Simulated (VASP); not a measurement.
# PbF2: single point with PBE

The system is PbF2.

```xyz
3
Lattice="0.0000 2.9391 2.9391 2.9391 0.0000 2.9391 2.9391 2.9391 0.0000" Properties=species:S:1:pos:R:3 pbc="T T T"
Pb    0.0000    0.0000    0.0000
F     1.4695    1.4695    1.4695
F     4.4086    4.4086    4.4086
```

This cell differs from its parent crystal: volume changed by -6%.

```yaml
Program: VASP 6.6.1
Task: single point
Functional: PBE
Potentials_or_basis: VASP PAW PBE potentials, release 64 (Pb_d, F)
Cutoff: 520 eV
k_mesh: 6 × 6 × 6
Occupations: gaussian, width 0.01 eV
Spin: no spin polarisation
Dipole_correction: no
Further_INCAR_settings: ALGO = Normal; EDIFF = 1e-06; NBANDS = 21
```

```yaml
Pressure: 4.6 GPa
Band_gap_on_the_k_mesh: 4.44 eV, indirect (least direct gap 4.56 eV)
```

Levels at points of the mesh, in eV from the valence-band top:
```tsv
k point	band 11	band 12	band 13	band 14	band 15	band 16	band 17	band 18
(0.00, 0.00, 0.00)	-2.61	-2.11	-2.11	-2.11	6.82	6.82	6.82	10.73
(0.50, 0.00, 0.00)	-2.84	-2.28	-2.28	-0.02	5.04	7.77	7.77	13.28
(0.50, 0.50, 0.00)	-1.68	-1.67	-1.67	-0.12	4.44	8.02	8.02	8.93
```

Run time: 13 s on 1 thread of Intel Xeon 6975P-C, on a shared host, peak memory 0.18 GiB.

Caveat: spin-orbit coupling is left out, which moves the levels of the heavy elements. A k mesh can miss the band edges.
